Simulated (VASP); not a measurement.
Set up this calculation in VASP 6.6.1, as the native input.

```yaml
Task: single point
Functional: PBE
Potentials_or_basis: VASP PAW PBE potentials, release 64 (Mg, O)
Cutoff: 520 eV
k_mesh: 10 × 10 × 10
Occupations: gaussian, width 0.05 eV
Spin: no spin polarisation
Dipole_correction: no
Further_INCAR_settings: ALGO = Normal; EDIFF = 1e-06; NBANDS = 11
```

The structure of MgO lies in POSCAR:

```
MgO
1.0
    0.0000000000      2.1351500000      2.1351500000
    2.1351500000      0.0000000000      2.1351500000
    2.1351500000      2.1351500000      0.0000000000
Mg O
1 1
Direct
    0.0000000000      0.0000000000      0.0000000000
    0.4297473245      0.4297473245      0.5702526755
```

This cell differs from its parent crystal: atom 2 (O) moved by (+0.000, -0.300) A along [1 1 0] and z.

The input as run:

INCAR

```
PREC = Accurate
ENCUT = 520
EDIFF = 1E-6
ISMEAR = 0
SIGMA = 0.05
LREAL = False
LASPH = True
NELM = 100
ALGO = Normal
ISIF = 2
LWAVE = False
LCHARG = False
GGA = PE
NBANDS = 11
```

KPOINTS

```
regular mesh
0
Gamma
  10 10 10
```

Potentials or basis: VASP PAW PBE potentials, release 64 (Mg, O).

Run with:

```bash
$ cat potpaw_PBE.64/Mg/POTCAR potpaw_PBE.64/O/POTCAR > POTCAR
$ mpirun -np 1 vasp_std > vasp.out
```

Results of the run:

```
Pressure               : 6.3 GPa
Largest force          : 2.369 eV/Å
Band gap on the k mesh : 4.32 eV, direct
```

Caveat: the cell differs from its parent crystal (atom 2 (O) moved by (+0.000, -0.300) A along [1 1 0] and z); forces of over 1 eV/Å act on the atoms, so gaps and moduli don't describe the material at rest.

Run time: 21 s on 1 thread of AMD EPYC 7R43 64-Core Processor (Zen 3), on a shared host, peak memory 0.12 GiB.
